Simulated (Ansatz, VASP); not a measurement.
Si3Sn in VASP and in Ansatz

```
CELL_PARAMETERS angstrom
-2.79968 2.79968 2.79968
2.79968 -2.79968 2.79968
2.79968 2.79968 -2.79968
ATOMIC_POSITIONS crystal
Si 0.00000 0.50000 0.50000
Si 0.50000 0.00000 0.50000
Si 0.50000 0.50000 0.00000
Sn 0.00000 0.00000 0.00000
```

Alike in both runs: task relaxation of cell and atoms; functional PBE; k mesh 4 × 4 × 4; occupations gaussian, width 0.1 eV; no spin polarisation.

|  | VASP | Ansatz |
| --- | --- | --- |
| version | VASP 6.6.1 | Ansatz 0.2.0 |
| potentials or method | VASP PAW PBE potentials, release 64 (Si, Sn_d), cutoff 600 eV | scalar-relativistic, plane waves, PAW |
| valence electrons in the cell | 26 | 26 |

VASP gave:

| Property | Result |
| --- | --- |
| gap on the k mesh at the Fermi level, each at its own relaxed structure (eV) | none |
| relaxed volume (Å³/atom) | 19.52 |
| relaxed cell length with the largest relative difference (Å) | 4.664 |

Which values does Ansatz return?

gap on the k mesh at the Fermi level, each at its own relaxed structure (eV): none; relaxed volume (Å³/atom): 19.54; relaxed cell length with the largest relative difference (Å): 4.665.

A gap of «none» marks a metal or a gap that the smearing closes.

The k mesh is coarse, so the values compare programs but aren't converged.
